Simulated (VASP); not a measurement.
Set up this calculation in VASP 6.6.1, as the native input.

```
Task                   : single point
Functional             : PBE
Potentials or basis    : VASP PAW PBE potentials, release 64 (Mg, I, F)
Cutoff                 : 520 eV
k mesh                 : 6 × 6 × 1
Occupations            : gaussian, width 0.1 eV
Spin                   : no spin polarisation
Dipole correction      : yes
Further INCAR settings : ALGO = Normal; EDIFF = 1e-06; NBANDS = 15
```

The structure of MgIF lies in POSCAR:

```
MgIF
1.0
    4.4739010000      0.0000000000      0.0000000000
   -2.2369500000      3.8745120000      0.0000000000
    0.0000000000      0.0000000000     17.0000000000
Mg I F
1 1 1
Direct
    0.0000000000      0.0000000000      0.5638249000
    0.6666666700      0.3333333300      0.4361751000
    0.6666666700      0.3333333300      0.5220786200
```

One way to write it, as run:

INCAR

```
SYSTEM = MgIF
ALGO = Normal
DIPOL = 0.5 0.5 0.507
EDIFF = 1E-6
ENCUT = 520
GGA = PE
IDIPOL = 3
ISIF = 2
ISMEAR = 0
LASPH = .TRUE.
LCHARG = .FALSE.
LDIPOL = .TRUE.
LREAL = .FALSE.
LWAVE = .FALSE.
NBANDS = 15
NELM = 80
PREC = Accurate
SIGMA = 0.1
```

KPOINTS

```
k-points
0
G
  6 6 1
  0 0 0
```

Potentials or basis: VASP PAW PBE potentials, release 64 (Mg, I, F).

The run is started by

```console
$ cat potpaw_PBE.64/Mg/POTCAR potpaw_PBE.64/I/POTCAR potpaw_PBE.64/F/POTCAR > POTCAR
$ mpirun -np 1 vasp_std > vasp.out
```

It gave:

| Item | Value |
| --- | --- |
| Largest force | 36.164 eV/Å |
| Band gap on the k mesh | 0.57 eV, indirect (least direct gap 1.07 eV) |

Caveat: spin-orbit coupling is left out, which moves the levels of the heavy elements.

Run time: 31 s on 1 thread of Intel(R) Xeon(R) Platinum 8559C (Emerald Rapids), on a shared host, peak memory 0.41 GiB.
